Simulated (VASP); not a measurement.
Wanted: the native input for a VASP 6.6.1 run.

```
Task                   : single point
Functional             : r2SCAN
Potentials or basis    : VASP PAW PBE potentials, release 64 (Gd, O)
Cutoff                 : 520 eV
k mesh                 : 12 × 12 × 6
Occupations            : gaussian, width 0.05 eV
Spin                   : collinear spin, antiferromagnetic start
Starting moments       : [7.0, -7.0, 0.0, 0.0] μB
Dipole correction      : no
Further INCAR settings : ALGO = Normal; EDIFF = 1e-06; NBANDS = 36
```

GdO:

```xyz
4
Lattice="2.9945 0.0000 2.9945 0.0000 2.9945 2.9945 0.0000 0.0000 5.9890" Properties=species:S:1:pos:R:3 pbc="T T T"
Gd    0.0000    0.0000    0.0000
Gd    0.0000    0.0000    2.9945
O     1.4972    1.4972    7.4862
O     1.4972    1.4972    4.4917
```

One way to write it, as run:

POSCAR

```
GdO
1.0
    2.9944849749      0.0000000000      2.9944849749
    0.0000000000      2.9944849749      2.9944849749
    0.0000000000      0.0000000000      5.9889699498
Gd O
2 2
Direct
    0.0000000000      0.0000000000      0.0000000000
    0.0000000000      0.0000000000      0.5000000000
    0.5000000000      0.5000000000      0.7500000000
    0.5000000000      0.5000000000      0.2500000000
```

INCAR.step1

```
PREC     = Accurate       # precision mode
ENCUT    = 520            # plane-wave cutoff, eV
ISMEAR   = 0              # smearing method
SIGMA    = 0.05           # smearing width, eV
LREAL    = False          # projectors in reciprocal space
LASPH    = True           # aspherical terms in the spheres
NELM     = 150            # most SCF steps
ISPIN    = 2              # spin polarisation
MAGMOM   = 7 -7 0 0       # initial moments
LMAXMIX  = 6              # l up to which the mixer works
NBANDS   = 36             # bands
GGA      = PE             # functional
ALGO     = Normal         # electronic algorithm
EDIFF    = 1E-4           # SCF threshold, eV
LWAVE    = True           # write WAVECAR
LCHARG   = False          # write CHGCAR
```

INCAR.step2

```
PREC     = Accurate       # precision mode
ENCUT    = 520            # plane-wave cutoff, eV
EDIFF    = 1E-6           # SCF threshold, eV
ISMEAR   = 0              # smearing method
SIGMA    = 0.05           # smearing width, eV
LREAL    = False          # projectors in reciprocal space
LASPH    = True           # aspherical terms in the spheres
NELM     = 150            # most SCF steps
ALGO     = Normal         # electronic algorithm
ISIF     = 2              # what is computed and relaxed
LWAVE    = False          # write WAVECAR
LCHARG   = True           # write CHGCAR
ISPIN    = 2              # spin polarisation
MAGMOM   = 7 -7 0 0       # initial moments
LORBIT   = 11             # projections on sites
LMAXMIX  = 6              # l up to which the mixer works
METAGGA  = R2SCAN         # meta-GGA
LMIXTAU  = True         
LELF     = True           # ELF
LVHAR    = True         
NBANDS   = 36             # bands
ISTART   = 1
```

KPOINTS

```
Automatic mesh
0
Gamma
  12 12 6
```

Potentials or basis: VASP PAW PBE potentials, release 64 (Gd, O).

Command:

```bash
$ cat potpaw_PBE.64/Gd/POTCAR potpaw_PBE.64/O/POTCAR > POTCAR
$ cp INCAR.step1 INCAR
$ mpirun -np 1 vasp_std > vasp.out
$ cp INCAR.step2 INCAR
$ mpirun -np 1 vasp_std > vasp.out
```

It gave:

The pressure is -1.2 GPa. The band gap on the k mesh is zero (filled and empty bands overlap), the net moment is 0.00 μB per cell and the site moments are Gd +6.80, -6.80; O +0.00 μB. The valence electrons inside the program's atomic spheres are Gd 15.42; O 5.00.

Caveat: the PAW data sets were made with another functional, which shifts forces and pressure a little; spin-orbit coupling is left out, which moves the levels of the heavy elements; semilocal functionals describe open f shells poorly, which spoils levels, moments and volumes.

It took 17 min on 1 thread of Intel(R) Xeon(R) Platinum 8375C CPU @ 2.90GHz (Ice Lake) (shared host), peak memory 0.36 GiB.
